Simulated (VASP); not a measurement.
# Al12H in VASP: single point with PBE+D3(BJ)

Aim: the single point of Al12H with PBE+D3(BJ).

All numbers are computed with VASP 6.6.1; they aren't measurements. Logs are shortened: lines on timing, memory, paths and dates and some standing lists are left out, and cuts for length are marked.

## (1) The cell of the first run

The cell holds a slab with vacuum, 13 atoms: a = 5.631 Å, b = 5.631 Å, c = 21.568 Å, α = 90.00°, β = 90.00°, γ = 120.00°.

## (2) Single point, PBE+D3(BJ)

INCAR reads:

```
PREC = Accurate
ENCUT = 520
EDIFF = 1E-7
ISMEAR = 0
SIGMA = 0.1
LREAL = F
LASPH = T
NELM = 60
ALGO = Normal
ISIF = 2
LWAVE = F
LCHARG = F
LDIPOL = T
IDIPOL = 3
DIPOL = 0.5 0.5 0.307
GGA = PE
IVDW = 12
NBANDS = 30
```

KPOINTS reads:

```
Automatic mesh
0
Gamma
  6 6 1
```

POSCAR reads:

```
Al12H
1.0
    5.6314608525      0.0000000000      0.0000000000
   -2.8157304263      4.8769881587      0.0000000000
    0.0000000000      0.0000000000     21.5684292007
Al H
12 1
Direct
    0.3333333333      0.1666666667      0.1854562501
    0.3333333333      0.6666666667      0.1854562501
    0.8333333333      0.1666666667      0.1854562501
    0.8333333333      0.6666666667      0.1854562501
    0.1666666667      0.3333333333      0.2913950739
    0.1666666667      0.8333333333      0.2913950739
    0.6666666667      0.3333333333      0.2913950739
    0.6666666667      0.8333333333      0.2913950739
    0.0000000000      0.0000000000      0.3972671872
    0.0000000000      0.5000000000      0.3972671872
    0.5000000000      0.0000000000      0.3972671872
    0.5000000000      0.5000000000      0.3972671872
    0.0000000000      0.1666666667      0.4992681247
```

Potentials or basis: VASP PAW PBE potentials, release 64 (Al, H).

On the command line:

```console
cat potpaw_PBE.64/Al/POTCAR potpaw_PBE.64/H/POTCAR > POTCAR
mpirun -np 1 vasp_std > vasp.out
```

OUTCAR:

```text
PREC = Accurate
   ENCUT = 520
   EDIFF = 1E-7
   ISMEAR = 0
   LREAL = F
   LASPH = T
   NELM = 60
   ISIF = 2
   GGA = PE
   IVDW = 12
 IVDW          = 12

 ion  position               nearest neighbor table
   1  0.333  0.167  0.185-   5 2.80   7 2.80   6 2.80   4 2.82   4 2.82   3 2.82   3 2.82   2 2.82
                             2 2.82
   2  0.333  0.667  0.185-   6 2.80   8 2.80   5 2.80   3 2.82   3 2.82   4 2.82   4 2.82   1 2.82
                             1 2.82
   3  0.833  0.167  0.185-   7 2.80   5 2.80   8 2.80   2 2.82   2 2.82   1 2.82   1 2.82   4 2.82
                             4 2.82
   4  0.833  0.667  0.185-   8 2.80   6 2.80   7 2.80   1 2.82   1 2.82   2 2.82   2 2.82   3 2.82
                             3 2.82
   5  0.167  0.333  0.291-  12 2.80   9 2.80  10 2.80   1 2.80   3 2.80   2 2.80   8 2.82   8 2.82
                             7 2.82   7 2.82   6 2.82   6 2.82
   6  0.167  0.833  0.291-  11 2.80  10 2.80   9 2.80   2 2.80   4 2.80   1 2.80   7 2.82   7 2.82
                             8 2.82   8 2.82   5 2.82   5 2.82
   7  0.667  0.333  0.291-  10 2.80  11 2.80  12 2.80   3 2.80   1 2.80   4 2.80   6 2.82   6 2.82
                             5 2.82   5 2.82   8 2.82   8 2.82
   8  0.667  0.833  0.291-   9 2.80  12 2.80  11 2.80   4 2.80   2 2.80   3 2.80   5 2.82   5 2.82
                             6 2.82   6 2.82   7 2.82   7 2.82
   9  0.000  0.000  0.397-   8 2.80   5 2.80   6 2.80  12 2.82  12 2.82  11 2.82  11 2.82  10 2.82
                            10 2.82
  10  0.000  0.500  0.397-   7 2.80   6 2.80   5 2.80  11 2.82  11 2.82  12 2.82  12 2.82   9 2.82
                             9 2.82
  11  0.500  0.000  0.397-   6 2.80   7 2.80   8 2.80  10 2.82  10 2.82   9 2.82   9 2.82  12 2.82
                            12 2.82
  12  0.500  0.500  0.397-   5 2.80   8 2.80   7 2.80   9 2.82   9 2.82  10 2.82  10 2.82  11 2.82
                            11 2.82
  13  0.000  0.167  0.499-

  LATTYP: Found a hexagonal cell.
 ALAT       =     5.6314608525
 C/A-ratio  =     3.8299883042

  Lattice vectors:

 A1 = (   5.6314608525,   0.0000000000,   0.0000000000)
 A2 = (  -2.8157304263,   4.8769881587,   0.0000000000)
 A3 = (   0.0000000000,   0.0000000000,  21.5684292007)

Analysis of symmetry for initial positions (statically):
=====================================================================
 Subroutine PRICEL returns:
 Original cell was already a primitive cell.

 Routine SETGRP: Setting up the symmetry group for a
 hexagonal supercell.

 Subroutine GETGRP returns: Found  1 space group operations
 (whereof  1 operations were pure point group operations)
 out of a pool of 24 trial point group operations.

The static configuration has the point symmetry C_1 .

Analysis of symmetry for dynamics (positions and initial velocities):
=====================================================================
 Subroutine PRICEL returns:
 Original cell was already a primitive cell.

 Routine SETGRP: Setting up the symmetry group for a
 hexagonal supercell.

 Subroutine GETGRP returns: Found  1 space group operations
 (whereof  1 operations were pure point group operations)
 out of a pool of 24 trial point group operations.

The dynamic configuration has the point symmetry C_1 .

 Subroutine INISYM returns: Found  1 space group operations
 (whereof  1 operations are pure point group operations),
 and found     1 'primitive' translations

----------------------------------------------------------------------------------------

                                     Primitive cell

  volume of cell :     592.3676

  direct lattice vectors                    reciprocal lattice vectors
     5.631460853  0.000000000  0.000000000     0.177573817  0.102522291  0.000000000
    -2.815730426  4.876988159  0.000000000     0.000000000  0.205044582  0.000000000
     0.000000000  0.000000000 21.568429201     0.000000000  0.000000000  0.046364063

  length of vectors
     5.631460853  5.631460853 21.568429201     0.205044582  0.205044582  0.046364063

  position of ions in fractional coordinates (direct lattice)
     0.333333333  0.166666667  0.185456250
     0.333333333  0.666666667  0.185456250
     0.833333333  0.166666667  0.185456250
     0.833333333  0.666666667  0.185456250
     0.166666667  0.333333333  0.291395074
     0.166666667  0.833333333  0.291395074
     0.666666667  0.333333333  0.291395074
     0.666666667  0.833333333  0.291395074
     0.000000000  0.000000000  0.397267187
     0.000000000  0.500000000  0.397267187
[... 46 lines left out ...]
 Following reciprocal coordinates:
            Coordinates               Weight
  0.000000  0.000000  0.000000      1.000000
  0.166667  0.000000  0.000000      2.000000
  0.000000  0.166667  0.000000      2.000000
 -0.166667  0.166667  0.000000      2.000000
  0.333333 -0.000000  0.000000      2.000000
  0.000000  0.333333  0.000000      2.000000
[... 12 lines left out ...]
  0.500000 -0.166667  0.000000      2.000000
  0.333333  0.333333  0.000000      2.000000
   k-points           NKPTS =     20   k-points in BZ     NKDIM =     20   number of bands    NBANDS=     30
   number of dos      NEDOS =    301   number of ions     NIONS =     13
   total plane-waves  NPLWV = 282240
   dimension x,y,z NGX =    42 NGY =   42 NGZ =  160
   dimension x,y,z NGXF=    84 NGYF=   84 NGZF=  320
   ions per type =              12   1
   NGX,Y,Z   is equivalent  to a cutoff of  12.40, 12.40, 12.33 a.u.
   NGXF,Y,Z  is equivalent  to a cutoff of  24.80, 24.80, 24.67 a.u.
 SYSTEM =  unknown system
   PREC   = accura    normal or accurate (medium, high low for compatibility)
   ISTART =      0    job   : 0-new  1-cont  2-samecut
   ICHARG =      2    charge: 1-file 2-atom 10-const
   ISPIN  =      1    spin polarized calculation?
   LNONCOLLINEAR =      F non collinear calculations
   LSORBIT =      F    spin-orbit coupling
   LASPH  =      T    aspherical Exc in radial PAW
   ENCUT  =  520.0 eV  38.22 Ry    6.18 a.u.  10.47 10.47 40.10*2*pi/ulx,y,z
   NELM   =     60;   NELMIN=  2; NELMDL= -5     # of ELM steps
   EDIFF  = 0.1E-06   stopping-criterion for ELM
   LREAL  =      F    real-space projection
   EDIFFG = 0.1E-05   stopping-criterion for IOM
   NSW    =      0    number of steps for IOM
   IBRION =     -1    ionic relax: 0-MD 1-quasi-New 2-CG
   NFREE  =      0    steps in history (QN), initial steepest desc. (CG)
   ISIF   =      2    stress and relaxation
   ISYM   =      2    0-nonsym 1-usesym 2-fastsym
   POTIM  = 0.5000    time-step for ionic-motion
   TEBEG  =    0.0;   TEEND  =   0.0 temperature during run
   PSTRESS=    0.0 pullay stress
   NELECT =      37.0000    total number of electrons
   NUPDOWN=      -1.0000    fix difference up-down
   EMIN   =  10.00;   EMAX   =-10.00  energy-range for DOS
   EFERMI =   0.00;   METHOD = LEGACY
   ISMEAR =     0;   SIGMA  =   0.10  broadening in eV -4-tet -1-fermi 0-gaus
   EFERMI_NEDOS =   21; number of points for ismear=-14 and -15
   IALGO  =     38    algorithm
   IMIX   =      4    mixing-type and parameters
     AMIX     =   0.40;   BMIX     =  1.00
     AMIX_MAG =   1.60;   BMIX_MAG =  1.00
  volume/ion in A,a.u.               =      45.57       307.50
  Fermi-wavevector in a.u.,A,eV,Ry     =   0.649549  1.227469  5.740480  0.421913
  Thomas-Fermi vector in A             =   1.718540
   LORBIT       =      0    0 simple, 1 ext, 2 COOP (PROOUT), +10 PAW based schemes
   GGA     = PE    functional components
   LHFCALC =     F    Hartree Fock is set to
   AEXX    =    0.0000 exact exchange contribution
   IVDW    =    12    specifies the selected vdW correction
   LEPSILON=     F    determine dielectric tensor
   LRPA    =     F    only Hartree local field effects (RPA)
 non-spin polarized calculation
 Gauss-broadening in eV      SIGMA  =   0.10
  energy-cutoff  :      520.00
  volume of cell :      592.37
 maximum number of plane-waves:     16008
 NGX is ok and might be reduce to    42
   NGX = 21   NGY = 21   NGZ = 81

 dipolmoment           0.000000      0.000000     -0.146554 electrons x Angstroem

 number of electron      37.0000000 magnetization

 dipolmoment           0.000000      0.000000      0.188889 electrons x Angstroem

 Free energy of the ion-electron system (eV)
  ---------------------------------------------------
  ext. energy  EPLUGINS =         0.00000000
  ---------------------------------------------------
  free energy    TOTEN  =       -44.08380312 eV

  energy without entropy =      -44.05277812  energy(sigma->0) =      -44.06829062

 E-fermi :  -0.2851     XC(G=0):  -4.2958

 val. band max:       -0.3283546930   @ k =   0.1667   0.3333   0.0000
 cond. band min:      -0.2833298620   @ k =   0.5000   0.5000   0.0000
 fundamental gap:      0.0450248311
 Fermi energy:        -0.2850619736

 k-point     1 :       0.0000    0.0000    0.0000
  band No.  band energies     occupation
      1     -11.1532      2.00000
      2      -9.4010      2.00000
      3      -6.6609      2.00000
      4      -5.1549      2.00000
      5      -5.1409      2.00000
      6      -5.1270      2.00000
[... 649 lines left out ...]
     29       3.1768      0.00000
     30       3.1856      0.00000

------------------------ aborting loop because EDIFF is reached ----------------------------------------

 vacuum level on the upper side and lower side of the slab       (xc-potential included)         0.581        -0.633

 Edisp (eV)   -2.93656

 E8    (eV) :    -1.3612

  FORCE on cell =-STRESS in cart. coord.  units (eV):
  Direction    XX          YY          ZZ          XY          YZ          ZX
  --------------------------------------------------------------------------------------
  -------------------------------------------------------------------------------------
  Total      -2.71535    -2.91408    -1.55460     0.24744    -0.69550     0.30225
  in kB      -7.34421    -7.88173    -4.20473     0.66926    -1.88112     0.81749
  external pressure =       -6.48 kB  Pullay stress =        0.00 kB

 VOLUME and BASIS-vectors are now :
 -----------------------------------------------------------------------------
  energy-cutoff  :      520.00
  volume of cell :      592.37
      direct lattice vectors                 reciprocal lattice vectors
     5.631460853  0.000000000  0.000000000     0.177573817  0.102522291  0.000000000
    -2.815730426  4.876988159  0.000000000     0.000000000  0.205044582  0.000000000
     0.000000000  0.000000000 21.568429201     0.000000000  0.000000000  0.046364063

 POSITION                                       TOTAL-FORCE (eV/Angst)
 -----------------------------------------------------------------------------------
      1.40787      0.81283      4.00000         0.106748      0.015648     -0.123350
     -0.00000      3.25133      4.00000         0.014425      0.078412     -0.093936
      4.22360      0.81283      4.00000        -0.099389     -0.016866     -0.043056
      2.81573      3.25133      4.00000        -0.034697     -0.070491     -0.151986
      0.00000      1.62566      6.28493        -0.010662      0.068432      0.172344
     -1.40787      4.06416      6.28493         0.085779     -0.064246     -0.086654
      2.81573      1.62566      6.28493        -0.012587      0.077833     -0.070783
      1.40787      4.06416      6.28493        -0.038149     -0.060814      0.003932
      0.00000      0.00000      8.56843        -0.121707      0.311763      1.531153
     -1.40787      2.43849      8.56843         0.034814     -0.018567      0.292940
      2.81573      0.00000      8.56843        -0.104476     -0.038387      0.027174
      1.40787      2.43849      8.56843         0.044009     -0.002466      0.070438
     -0.46929      0.81283     10.76843         0.135895     -0.280250     -1.528215
 -----------------------------------------------------------------------------------
    total drift:                                0.000026      0.000035     -0.000248

  FREE ENERGIE OF THE ION-ELECTRON SYSTEM (eV)
  ---------------------------------------------------
  free  energy   TOTEN  =       -47.0203632526 eV

  energy  without entropy=      -46.9893382491  energy(sigma->0) =      -47.00485075

 vacuum level on the upper side and lower side of the slab         4.859         3.608
```

Wall time 8.6 min (1 thread of Intel Xeon 6975P-C (Granite Rapids), shared host); peak memory 0.75 GiB.

Results:

```
Free energy                : -47.0204 eV
Largest force              : 1.567 eV/Å
Dispersion energy per atom : -0.226 eV
```

Forces on the atoms (eV/Å):
```
Al   0.107  0.016 -0.123
Al   0.014  0.078 -0.094
Al  -0.099 -0.017 -0.043
Al  -0.035 -0.070 -0.152
Al  -0.011  0.068  0.172
Al   0.086 -0.064 -0.087
Al  -0.013  0.078 -0.071
Al  -0.038 -0.061  0.004
Al  -0.122  0.312  1.531
Al   0.035 -0.019  0.293
Al  -0.104 -0.038  0.027
Al   0.044 -0.002  0.070
H    0.136 -0.280 -1.528
```

Levels at points of the mesh, in eV from the Fermi level:
| k point | band 16 | band 17 | band 18 | band 19 | band 20 | band 21 |
| --- | --- | --- | --- | --- | --- | --- |
| (0.00, 0.00, 0.00) | -2.79 | -1.23 | -0.38 | -0.37 | -0.28 | -0.15 |
| (0.50, 0.00, 0.00) | -0.54 | -0.33 | -0.18 | -0.06 | 0.96 | 0.97 |
| (0.00, 0.50, 0.00) | -0.54 | -0.35 | -0.18 | -0.09 | 0.96 | 0.97 |
| (0.50, 0.50, 0.00) | -0.54 | -0.43 | -0.19 | 0.00 | 0.96 | 1.00 |
